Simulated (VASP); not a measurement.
Runs of VASP 6.6.1 on ZrH3. The structure is that of space group Pm-3m (No. 221), or close to it. The cells are those of the table. 

| cell | gap on the mesh (eV) | pressure (GPa) |
| --- | --- | --- |
| a = 3.202 Å, 4 atoms | none | (b) |
| a = 3.046 Å, 4 atoms | none | 10.1 |
| a = 3.126 Å, 4 atoms | none | -1.6 |
| a = 3.227 Å, 4 atoms | none | -12.1 |
| a = 3.073 Å, 4 atoms | none | (a) |

Alike in all rows: task single point; level r2SCAN; potentials or basis VASP PAW PBE potentials, release 64 (Zr_sv, H); no spin polarisation; k mesh 7 × 7 × 7; cutoff (eV) 520; smearing methfessel-paxton 0.1 eV.

Q: Estimate the missing entries.

A: (a) 5.7; (b) -9.9.

Caveats: the PAW data sets were made with another functional, which shifts forces and pressure a little.

A k mesh can miss the band edges, and the runs leave out spin-orbit coupling on Zr.

A gap of «none» marks levels without a gap at the run's occupations.
